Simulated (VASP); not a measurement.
# Ba (Fd-3m) in VASP: single point with LDA

Aim: the single point of Ba with LDA.

All numbers are computed with VASP 6.6.1; they aren't measurements. Logs are shortened: lines on timing, memory, paths and dates and some standing lists are left out, and cuts for length are marked.

## (1) The cell of the first run

The structure is cubic, space group Fd-3m (No. 227). Conventional cell: a = 7.287 Å, b = 7.287 Å, c = 7.287 Å, α = 90.00°, β = 90.00°, γ = 90.00°. Ba (site symmetry -43m) has 4 Ba at 3.16 Å within 4.2 Å.

## (2) Single point, LDA

INCAR reads:

```
SYSTEM = Ba
PREC     = Accurate       ! precision mode
ENCUT    = 520            ! plane-wave cutoff, eV
EDIFF    = 1E-6           ! SCF threshold, eV
ISMEAR   = -1             ! smearing method
SIGMA    = 0.13605693000000002 ! smearing width, eV
LREAL    = .False.        ! projectors in reciprocal space
LASPH    = .True.         ! aspherical terms in the spheres
NELM     = 80             ! most SCF steps
ALGO     = Normal         ! electronic algorithm
ISIF     = 2              ! what is computed and relaxed
LWAVE    = .False.        ! write WAVECAR
LCHARG   = .False.        ! write CHGCAR
NBANDS   = 17             ! bands
```

KPOINTS reads:

```
Automatic mesh
0
Gamma
  8 8 8
  0 0 0
```

POSCAR reads:

```
Ba
1.0
    0.0000000000      3.6435301662      3.6435301662
    3.6435301662      0.0000000000      3.6435301662
    3.6435301662      3.6435301662      0.0000000000
Ba
2
Direct
    0.0000000000      0.0000000000      0.0000000000
    0.2500000000      0.2500000000      0.2500000000
```

Potentials or basis: VASP PAW LDA potentials, release 64 (Ba_sv).

Command:

```
$ cat potpaw_LDA.64/Ba_sv/POTCAR > POTCAR
$ mpirun -np 1 vasp_std > vasp.out
```

OUTCAR:

```text
SYSTEM = Ba
   PREC = Accurate
   ENCUT = 520
   EDIFF = 1E-6
   ISMEAR = -1
   LREAL = .False.
   LASPH = .True.
   NELM = 80
   ISIF = 2

 ion  position               nearest neighbor table
   1  0.000  0.000  0.000-   2 3.16   2 3.16   2 3.16   2 3.16
   2  0.250  0.250  0.250-   1 3.16   1 3.16   1 3.16   1 3.16

  LATTYP: Found a face centered cubic cell.
 ALAT       =     7.2870603324

  Lattice vectors:

 A1 = (   0.0000000000,   3.6435301662,   3.6435301662)
 A2 = (   3.6435301662,   0.0000000000,   3.6435301662)
 A3 = (   3.6435301662,   3.6435301662,   0.0000000000)

Analysis of symmetry for initial positions (statically):
=====================================================================
 Subroutine PRICEL returns:
 Original cell was already a primitive cell.

 Routine SETGRP: Setting up the symmetry group for a
 face centered cubic supercell.

 Subroutine GETGRP returns: Found 48 space group operations
 (whereof 24 operations were pure point group operations)
 out of a pool of 48 trial point group operations.

The static configuration has the point symmetry T_d .
 The point group associated with its full space group is O_h .

Analysis of symmetry for dynamics (positions and initial velocities):
=====================================================================
 Subroutine PRICEL returns:
 Original cell was already a primitive cell.

 Routine SETGRP: Setting up the symmetry group for a
 face centered cubic supercell.

 Subroutine GETGRP returns: Found 48 space group operations
 (whereof 24 operations were pure point group operations)
 out of a pool of 48 trial point group operations.

The dynamic configuration has the point symmetry T_d .
 The point group associated with its full space group is O_h .

 Subroutine INISYM returns: Found 48 space group operations
 (whereof 24 operations are pure point group operations),
 and found     1 'primitive' translations

----------------------------------------------------------------------------------------

                                     Primitive cell

  volume of cell :      96.7380

  direct lattice vectors                    reciprocal lattice vectors
     0.000000000  3.643530166  3.643530166    -0.137229549  0.137229549  0.137229549
     3.643530166  0.000000000  3.643530166     0.137229549 -0.137229549  0.137229549
     3.643530166  3.643530166  0.000000000     0.137229549  0.137229549 -0.137229549

  length of vectors
     5.152729776  5.152729776  5.152729776     0.237688550  0.237688550  0.237688550

  position of ions in fractional coordinates (direct lattice)
     0.000000000  0.000000000  0.000000000
     0.250000000  0.250000000  0.250000000

  ion indices of the primitive-cell ions
   primitive index   ion index
                 1           1
                 2           2

----------------------------------------------------------------------------------------

 KPOINTS: Automatic mesh

Automatic generation of k-mesh.
 Grid dimensions read from file:
 generate k-points for:    8    8    8

 Generating k-lattice:

  Cartesian coordinates                     Fractional coordinates (reciprocal lattice)
    -0.017153694  0.017153694  0.017153694     0.125000000  0.000000000  0.000000000
     0.017153694 -0.017153694  0.017153694     0.000000000  0.125000000  0.000000000
     0.017153694  0.017153694 -0.017153694     0.000000000  0.000000000  0.125000000

  Length of vectors
     0.029711069  0.029711069  0.029711069

  Shift w.r.t. Gamma in fractional coordinates (k-lattice)
     0.000000000  0.000000000  0.000000000

 Subroutine IBZKPT returns following result:
 ===========================================

 Found     29 irreducible k-points:

 Following reciprocal coordinates:
            Coordinates               Weight
  0.000000  0.000000  0.000000      1.000000
  0.125000  0.000000  0.000000      8.000000
  0.250000  0.000000  0.000000      8.000000
  0.375000  0.000000  0.000000      8.000000
  0.500000  0.000000  0.000000      4.000000
  0.125000  0.125000  0.000000      6.000000
[... 16 lines left out ...]
  0.500000  0.250000  0.125000     48.000000
 -0.375000  0.250000  0.125000     24.000000
 [... further k-points ...]
   k-points           NKPTS =     29   k-points in BZ     NKDIM =     29   number of bands    NBANDS=     17
   number of dos      NEDOS =    301   number of ions     NIONS =      2
   total plane-waves  NPLWV =  64000
   dimension x,y,z NGX =    40 NGY =   40 NGZ =   40
   dimension x,y,z NGXF=    80 NGYF=   80 NGZF=   80
   ions per type =               2
   NGX,Y,Z   is equivalent  to a cutoff of  12.91, 12.91, 12.91 a.u.
   NGXF,Y,Z  is equivalent  to a cutoff of  25.81, 25.81, 25.81 a.u.
 SYSTEM =  Ba
   PREC   = accura    normal or accurate (medium, high low for compatibility)
   ISTART =      0    job   : 0-new  1-cont  2-samecut
   ICHARG =      2    charge: 1-file 2-atom 10-const
   ISPIN  =      1    spin polarized calculation?
   LNONCOLLINEAR =      F non collinear calculations
   LSORBIT =      F    spin-orbit coupling
   LASPH  =      T    aspherical Exc in radial PAW
   ENCUT  =  520.0 eV  38.22 Ry    6.18 a.u.   9.58  9.58  9.58*2*pi/ulx,y,z
   NELM   =     80;   NELMIN=  2; NELMDL= -5     # of ELM steps
   EDIFF  = 0.1E-05   stopping-criterion for ELM
   LREAL  =      F    real-space projection
   EDIFFG = 0.1E-04   stopping-criterion for IOM
   NSW    =      0    number of steps for IOM
   IBRION =     -1    ionic relax: 0-MD 1-quasi-New 2-CG
   NFREE  =      0    steps in history (QN), initial steepest desc. (CG)
   ISIF   =      2    stress and relaxation
   ISYM   =      2    0-nonsym 1-usesym 2-fastsym
   POTIM  = 0.5000    time-step for ionic-motion
   TEBEG  =    0.0;   TEEND  =   0.0 temperature during run
   PSTRESS=    0.0 pullay stress
   NELECT =      20.0000    total number of electrons
   NUPDOWN=      -1.0000    fix difference up-down
   EMIN   =  10.00;   EMAX   =-10.00  energy-range for DOS
   EFERMI =   0.00;   METHOD = LEGACY
   ISMEAR =    -1;   SIGMA  =   0.14  broadening in eV -4-tet -1-fermi 0-gaus
   EFERMI_NEDOS =   21; number of points for ismear=-14 and -15
   IALGO  =     38    algorithm
   IMIX   =      4    mixing-type and parameters
     AMIX     =   0.40;   BMIX     =  1.00
     AMIX_MAG =   1.60;   BMIX_MAG =  1.00
  volume/ion in A,a.u.               =      48.37       326.41
  Fermi-wavevector in a.u.,A,eV,Ry     =   0.968023  1.829299 12.749598  0.937069
  Thomas-Fermi vector in A             =   2.097958
   LORBIT       =      0    0 simple, 1 ext, 2 COOP (PROOUT), +10 PAW based schemes
   GGA     = CA    functional components
   LHFCALC =     F    Hartree Fock is set to
   AEXX    =    0.0000 exact exchange contribution
   IVDW    =     0    specifies the selected vdW correction
   LEPSILON=     F    determine dielectric tensor
   LRPA    =     F    only Hartree local field effects (RPA)
 non-spin polarized calculation
  energy-cutoff  :      520.00
  volume of cell :       96.74
 maximum number of plane-waves:      2646
 NGX is ok and might be reduce to    40
   NGX = 19   NGY = 19   NGZ = 19

 number of electron      19.9999999 magnetization

 Free energy of the ion-electron system (eV)
  ---------------------------------------------------
  ext. energy  EPLUGINS =         0.00000000
  ---------------------------------------------------
  free energy    TOTEN  =        -2.89614035 eV

  energy without entropy =       -2.76244070  energy(sigma->0) =       -2.82929052

 E-fermi :   1.9919     XC(G=0):  -8.3631

 val. band max:        1.9480334873   @ k =  -0.3750   0.1250   0.0000
 cond. band min:       2.0056399566   @ k =   0.1250   0.0000   0.0000
 fundamental gap:      0.0576064693
 Fermi energy:         1.9918708878

 k-point     1 :       0.0000    0.0000    0.0000
  band No.  band energies     occupation
      1     -27.2900      2.00000
      2     -26.1583      2.00000
      3     -12.8981      2.00000
      4     -12.8981      2.00000
      5     -12.8981      2.00000
      6     -11.2872      2.00000
[... 9 lines left out ...]
     16       5.6054      0.00000
     17       5.6054      0.00000

 k-point     2 :       0.1250    0.0000    0.0000
  band No.  band energies     occupation
      1     -27.2610      2.00000
      2     -26.1940      2.00000
      3     -12.9337      2.00000
      4     -12.9337      2.00000
      5     -12.9027      2.00000
      6     -11.2681      2.00000
[... 9 lines left out ...]
     16       5.4912      0.00000
     17       5.4912      0.00000

 k-point     3 :       0.2500    0.0000    0.0000
  band No.  band energies     occupation
      1     -27.1818      2.00000
      2     -26.2893      2.00000
      3     -13.0125      2.00000
      4     -13.0125      2.00000
      5     -12.9194      2.00000
      6     -11.2120      2.00000
[... 9 lines left out ...]
     16       5.5875      0.00000
     17       5.5875      0.00000

 k-point     4 :       0.3750    0.0000    0.0000
  band No.  band energies     occupation
      1     -27.0814      2.00000
      2     -26.4058      2.00000
      3     -13.0833      2.00000
      4     -13.0833      2.00000
      5     -12.9431      2.00000
      6     -11.1427      2.00000
[... 9 lines left out ...]
     16       6.3269      0.00000
     17       6.3269      0.00000

 k-point     5 :       0.5000    0.0000    0.0000
  band No.  band energies     occupation
      1     -27.0280      2.00000
      2     -26.4657      2.00000
      3     -13.1107      2.00000
      4     -13.1107      2.00000
      5     -12.9546      2.00000
      6     -11.1103      2.00000
[... 9 lines left out ...]
     16       6.8961      0.00000
     17       6.9062      0.00000

 k-point     6 :       0.1250    0.1250    0.0000
  band No.  band energies     occupation
      1     -27.2509      2.00000
      2     -26.2063      2.00000
      3     -12.9775      2.00000
      4     -12.9775      2.00000
      5     -12.8304      2.00000
      6     -11.3545      2.00000
[... 9 lines left out ...]
     16       5.4546      0.00000
     17       5.4546      0.00000

 k-point     7 :       0.2500    0.1250    0.0000
  band No.  band energies     occupation
      1     -27.1868      2.00000
      2     -26.2834      2.00000
      3     -13.0653      2.00000
      4     -13.0584      2.00000
      5     -12.7804      2.00000
      6     -11.3859      2.00000
[... 9 lines left out ...]
     16       5.1980      0.00000
     17       5.5056      0.00000

 k-point     8 :       0.3750    0.1250    0.0000
  band No.  band energies     occupation
      1     -27.0881      2.00000
      2     -26.3981      2.00000
      3     -13.1678      2.00000
      4     -13.1254      2.00000
      5     -12.7560      2.00000
      6     -11.3661      2.00000
[... 9 lines left out ...]
     16       5.5338      0.00000
     17       6.1597      0.00000
[... 203 lines left out ...]
      1     -26.8608      2.00000
      2     -26.6456      2.00000
      3     -13.3364      2.00000
      4     -13.2978      2.00000
      5     -12.2442      2.00000
      6     -11.8999      2.00000
[... 9 lines left out ...]
     16       5.2146      0.00000
     17       6.5194      0.00000

 k-point    20 :      -0.3750    0.3750    0.0000
  band No.  band energies     occupation
      1     -26.8359      2.00000
      2     -26.6714      2.00000
      3     -13.3850      2.00000
      4     -13.2635      2.00000
      5     -12.2835      2.00000
      6     -11.8173      2.00000
[... 9 lines left out ...]
     16       4.8257      0.00000
     17       6.3248      0.00000

 k-point    21 :       0.5000    0.5000    0.0000
  band No.  band energies     occupation
      1     -26.7543      2.00000
      2     -26.7543      2.00000
      3     -13.3263      2.00000
      4     -13.3263      2.00000
      5     -12.0823      2.00000
      6     -12.0823      2.00000
[... 9 lines left out ...]
     16       4.5428      0.00000
     17       7.2806      0.00000

 k-point    22 :       0.3750    0.2500    0.1250
  band No.  band energies     occupation
      1     -27.1098      2.00000
      2     -26.3732      2.00000
      3     -13.1991      2.00000
      4     -13.1060      2.00000
      5     -12.6797      2.00000
      6     -11.4629      2.00000
[... 9 lines left out ...]
     16       5.3688      0.00000
     17       5.3855      0.00000

 k-point    23 :       0.5000    0.2500    0.1250
  band No.  band energies     occupation
      1     -27.0079      2.00000
      2     -26.4880      2.00000
      3     -13.2977      2.00000
      4     -13.1678      2.00000
      5     -12.5886      2.00000
      6     -11.5120      2.00000
[... 9 lines left out ...]
     16       5.3484      0.00000
     17       6.1804      0.00000

 k-point    24 :      -0.3750    0.2500    0.1250
  band No.  band energies     occupation
      1     -26.9493      2.00000
      2     -26.5519      2.00000
      3     -13.3329      2.00000
      4     -13.1962      2.00000
      5     -12.5506      2.00000
      6     -11.5298      2.00000
[... 9 lines left out ...]
     16       5.5911      0.00000
     17       6.0911      0.00000

 [... further k-points ...]
[... 5 lines left out ...]
  --------------------------------------------------------------------------------------
  -------------------------------------------------------------------------------------
  Total        0.5339530      0.5339530      0.5339530      0.0000000     -0.0000000      0.0000000
  in kB        8.8433438      8.8433438      8.8433438      0.0000000     -0.0000000      0.0000000
  external PRESSURE =       8.8433438 kB  Pullay stress =       0.0000000 kB

 VOLUME and BASIS-vectors are now :
 -----------------------------------------------------------------------------
  energy-cutoff  :      520.00
  volume of cell :       96.74
      direct lattice vectors                 reciprocal lattice vectors
     0.000000000  3.643530166  3.643530166    -0.137229549  0.137229549  0.137229549
     3.643530166  0.000000000  3.643530166     0.137229549 -0.137229549  0.137229549
     3.643530166  3.643530166  0.000000000     0.137229549  0.137229549 -0.137229549

 POSITION                                       TOTAL-FORCE (eV/Angst)
 -----------------------------------------------------------------------------------
      0.00000      0.00000      0.00000        -0.000000      0.000000      0.000000
      1.82177      1.82177      1.82177         0.000000     -0.000000     -0.000000
 -----------------------------------------------------------------------------------
    total drift:                               -0.000000      0.000000      0.000000

  FREE ENERGIE OF THE ION-ELECTRON SYSTEM (eV)
  ---------------------------------------------------
  free  energy   TOTEN  =        -2.8961403474 eV

  energy  without entropy=       -2.7624406997  energy(sigma->0) =       -2.82929052
```

Wall time 51 s (1 thread of Intel Xeon 6975P-C, shared host); peak memory 0.21 GiB.

Results:

- Free energy: -2.8961 eV
- Pressure: 0.9 GPa
- Band gap on the k mesh: zero (band 10 reaches 2.11 eV, above the bottom of band 11 at 1.94 eV)

Caveat: spin-orbit coupling is left out, which moves the levels of the heavy elements.
